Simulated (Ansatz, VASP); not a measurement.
**Cd3HgTe4: VASP beside Ansatz**

The input INCAR:

```
SYSTEM = Cd3HgTe4
  PREC = Accurate
  ENCUT = 520
  EDIFF = 1E-6
  ISMEAR = 0
  SIGMA = 0.1
  LREAL = .FALSE.
  LASPH = .TRUE.
  NELM = 100
  ALGO = Normal
  ISIF = 2
  LWAVE = .FALSE.
  LCHARG = .FALSE.
  GGA = PE
  NBANDS = 46
```

The input KPOINTS:

```
Automatic mesh
0
G
  4 4 2
  0 0 0
```

The input POSCAR:

```
Cd3HgTe4
1.0
    4.3777576600      0.0000000000      0.0000000000
    0.0000000000      4.3777576600      0.0000000000
    0.0000000000      0.0000000000     12.3821685100
Cd Hg Te
3 1 4
Direct
    0.0000000000      0.0000000000      0.7500000000
    0.5000000000      0.5000000000      0.0000000000
    0.0000000000      0.0000000000      0.2500000000
    0.5000000000      0.5000000000      0.5000000000
    0.5000000000      0.0000000000      0.8750000000
    0.0000000000      0.5000000000      0.1250000000
    0.5000000000      0.0000000000      0.3750000000
    0.0000000000      0.5000000000      0.6250000000
```

Input for Ansatz:

```yaml
crystal:
  lattice:
    - [4.37775766, 0.0, 0.0]
    - [0.0, 4.37775766, 0.0]
    - [0.0, 0.0, 12.38216851]
  atoms:
    - { symbol: Cd, position: [0.0, 0.0, 0.75] }
    - { symbol: Cd, position: [0.5, 0.5, 0.0] }
    - { symbol: Cd, position: [0.0, 0.0, 0.25] }
    - { symbol: Hg, position: [0.5, 0.5, 0.5] }
    - { symbol: Te, position: [0.5, 0.0, 0.875] }
    - { symbol: Te, position: [0.0, 0.5, 0.125] }
    - { symbol: Te, position: [0.5, 0.0, 0.375] }
    - { symbol: Te, position: [0.0, 0.5, 0.625] }
basis:
  ecutwfc: 420
kpoints:
  mp_grid: { grid: [4, 4, 2] }
hamiltonian:
  xc: pbe
scf:
  occupations: { method: gaussian, width: 0.1 }
  lower_state_search: "off"
output:
  forces: true
  stress: true
  eigenvalues: true
```

Alike in both runs: task single point; functional PBE; k mesh 4 × 4 × 2; occupations gaussian, width 0.1 eV; no spin polarisation.

|  | VASP | Ansatz |
| --- | --- | --- |
| version | VASP 6.6.1 | Ansatz 0.2.0 |
| potentials or method | VASP PAW PBE potentials, release 64 (Cd, Hg, Te), cutoff 520 eV | scalar-relativistic, plane waves, PAW |
| valence electrons in the cell | 72 | 144 |

|  | VASP | Ansatz | Ansatz less VASP |
| --- | --- | --- | --- |
| gap on the k mesh at the Fermi level (eV) | 0.75 | 0.74 | -0.004 |
| least direct gap on the mesh (eV) | 0.75 | 0.74 | -0.004 |
| pressure (GPa) | 12.0 | 11.8 | -0.22 |
| traceless stress, the component that is largest in VASP (GPa) | -0.26 | -0.26 | +0.002 |
| rms of the force components (eV/Å) | 0.056 | 0.057 | +0.0005 |

Atom by atom the forces differ by 0.001 eV/Å (rms over components). VASP's potentials hold 72 valence electrons a cell and Ansatz's 144, so a difference there can come from the potentials and not from the codes.

Neither program's run includes spin-orbit coupling.
